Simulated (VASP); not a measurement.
ZnCd3Se3S:

```
Zn Cd Se S
1.0
     4.17000    2.40755    3.40667
    -4.17000    2.40755    3.40667
     0.00000   -4.81510    3.40667
Zn Cd Se S
1 3 3 1
Direct
  0.00000 0.00000 0.00000
  0.50000 0.00001 0.50000
  0.00001 0.50000 0.50000
  0.50000 0.50000 0.00001
  0.25000 0.75001 0.25000
  0.75001 0.25000 0.25000
  0.25000 0.25000 0.75001
  0.75000 0.75000 0.75000
```

| Property | Result |
| --- | --- |
| Program | VASP 6.6.1 |
| Task | relaxation of cell and atoms |
| Functional | PBE |
| Potentials or basis | VASP PAW PBE potentials, release 64 (Zn, Cd, Se, S) |
| Cutoff | 600 eV |
| k mesh | 2 × 2 × 2 |
| Occupations | gaussian, width 0.15 eV |
| Spin | no spin polarisation |

At the start: pressure 4.5 GPa; volume 25.65 Å³/atom.

Q: How do energy, volume and symmetry change on relaxing?

A: Over 8 steps the energy falls by 65.1 meV/atom and the volume is 27.36 Å³/atom (+6.7 %); space group R3m (No. 160, to 0.1 Å) before and after.

Step by step:
```csv
step,energy change (eV),largest force (eV/Å),pressure (GPa),volume (Å³)
1,0.0000,1.1938,4.50,205.21
2,-0.3809,0.4883,-1.52,227.34
3,-0.3858,0.5468,-1.02,224.79
4,-0.4704,0.4138,-0.57,221.88
5,-0.5157,0.1694,0.20,217.63
6,-0.5160,0.1905,0.15,217.94
7,-0.5207,0.0813,-0.05,218.66
8,-0.5211,0.0515,-0.10,218.91
```

Final structure:
```cif
data_structure
_symmetry_space_group_name_H-M 'P 1'
_symmetry_Int_Tables_number 1
_cell_length_a 6.0268
_cell_length_b 6.0268
_cell_length_c 6.0268
_cell_angle_alpha 90.196
_cell_angle_beta 90.196
_cell_angle_gamma 90.196
_cell_volume 218.91
loop_
_atom_site_label
_atom_site_type_symbol
_atom_site_fract_x
_atom_site_fract_y
_atom_site_fract_z
_atom_site_occupancy
Zn1 Zn 0.99410 0.99410 0.99410 1
Cd1 Cd 0.50624 0.99373 0.50624 1
Cd2 Cd 0.99373 0.50624 0.50624 1
Cd3 Cd 0.50624 0.50624 0.99373 1
Se1 Se 0.23741 0.76228 0.23741 1
Se2 Se 0.76228 0.23741 0.23741 1
Se3 Se 0.23741 0.23741 0.76228 1
S1 S 0.76262 0.76262 0.76262 1
```

Caveat: the k points lie up to 0.52 Å⁻¹ apart in the final cell; the relaxation stopped at a loose force limit of 0.08 eV/Å, so its end isn't a converged minimum.
